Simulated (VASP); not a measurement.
A run of VASP 6.6.1:

Contents of INCAR:

```
SYSTEM = Si
ALGO = Normal
EDIFF = 1E-6
ENCUT = 520
GGA = PE
ISIF = 2
ISMEAR = 0
IVDW = 12
LASPH = .TRUE.
LCHARG = .FALSE.
LREAL = Auto
LWAVE = .FALSE.
NBANDS = 48
NELM = 80
PREC = Accurate
SIGMA = 0.02
```

The input KPOINTS:

```
k-points
0
G
  2 2 2
  0 0 0
```

POSCAR

```
Si
1.0
    0.0000000000      5.4300000000      5.4300000000
    5.4300000000      0.0000000000      5.4300000000
    5.4300000000      5.4300000000      0.0000000000
Si
17
Direct
    0.0001672220      0.0001700791     -0.0005146910
    0.1228092163      0.1234310034      0.1221741981
   -0.0028262416     -0.0024867900      0.5023317960
    0.1229683733      0.1231654936      0.6308821013
   -0.0032667696      0.5036266109     -0.0037886027
    0.1231027268      0.6316019994      0.1220857662
   -0.0027683193      0.5031876143      0.5023015901
    0.1262993204      0.6252206216      0.6236002242
    0.5030066517     -0.0025827845     -0.0034679127
    0.6315738836      0.1233674084      0.1222073070
    0.5029594873     -0.0025100675      0.5023522840
    0.6247697178      0.1265251591      0.6238909701
    0.5033232889      0.5035593302     -0.0037271319
    0.6243584518      0.6251210265      0.1260405966
    0.5000164633      0.5002973937      0.4996319146
    0.6248155053      0.6252003995      0.6236551718
    0.2501849320      0.2504395923      0.2491472684
```

Potentials or basis: VASP PAW PBE potentials, release 64 (Si).

Run with:

```bash
$ cat potpaw_PBE.64/Si/POTCAR > POTCAR
$ mpirun -np 1 vasp_std > vasp.out
```

Hardware: 1 thread of Intel(R) Xeon(R) 6975P-C (Granite Rapids) (shared host).

Q: Estimate the wall time of this run.

A: Run time: 99 s on 1 thread of Intel(R) Xeon(R) 6975P-C (Granite Rapids) (shared host), peak memory 0.46 GiB. Counts: scf iterations 14, k points 8.
